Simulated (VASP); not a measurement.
## AlN: single point with PBE

The system is AlN.

```xyz
4
Lattice="3.1067 0.0777 0.0000 -1.4861 2.6516 0.0000 0.0000 0.0000 4.9786" Properties=species:S:1:pos:R:3 pbc="T T T"
Al    0.0369    1.7937   -0.0165
Al    1.5837    0.9357    2.4728
N     0.0199    1.7949    1.8835
N     1.6007    0.9344    4.3728
```

This cell differs from its parent crystal: shear xy strain +5.0%.

```yaml
Program: VASP 6.6.1
Task: single point
Functional: PBE
Potentials_or_basis: VASP PAW PBE potentials, release 64 (Al, N)
Cutoff: 520 eV
k_mesh: 12 × 12 × 6
Occupations: fermi-dirac, width 0.02 eV
Spin: no spin polarisation
```

```
Pressure               : 4.4 GPa
Largest force          : 0.030 eV/Å
Band gap on the k mesh : 4.22 eV
```

Forces in eV/Å, atoms in the order of the input:
```
Al  -0.022  0.000 -0.006
Al   0.022  0.000 -0.006
N   -0.029  0.001  0.006
N    0.029 -0.001  0.006
```

Stress tensor (GPa, compression positive):
```
 4.09 -6.34  0.00
-6.34  5.02  0.00
 0.00  0.00  4.10
```

Levels at points of the mesh, in eV from the valence-band top:
```tsv
k point	band 6	band 7	band 8	band 9	band 10	band 11
(0.00, 0.00, 0.00)	-0.36	-0.03	0.00	4.22	6.62	10.54
(0.50, 0.00, 0.00)	-1.89	-1.73	-0.42	5.99	6.23	8.50
(0.00, 0.50, 0.00)	-2.08	-1.77	-0.68	5.82	5.84	8.23
(0.50, 0.50, 0.00)	-2.41	-1.66	-0.94	5.47	5.62	7.92
(0.00, 0.00, 0.50)	-0.73	-0.34	-0.34	6.47	6.47	10.24
(0.50, 0.00, 0.50)	-1.37	-1.14	-1.14	5.38	5.38	9.50
(0.00, 0.50, 0.50)	-1.47	-1.34	-1.34	5.31	5.31	9.29
(0.50, 0.50, 0.50)	-1.76	-1.36	-1.36	5.25	5.25	9.12
```

Wall time 79 s on 1 thread of AMD EPYC 9R45 96-Core Processor (Zen 5), on a shared host, peak memory 0.25 GiB.

Caveat: the cell differs from its parent crystal (shear xy strain +5.0%); the cell stands under pressure. A k mesh can miss the band edges.
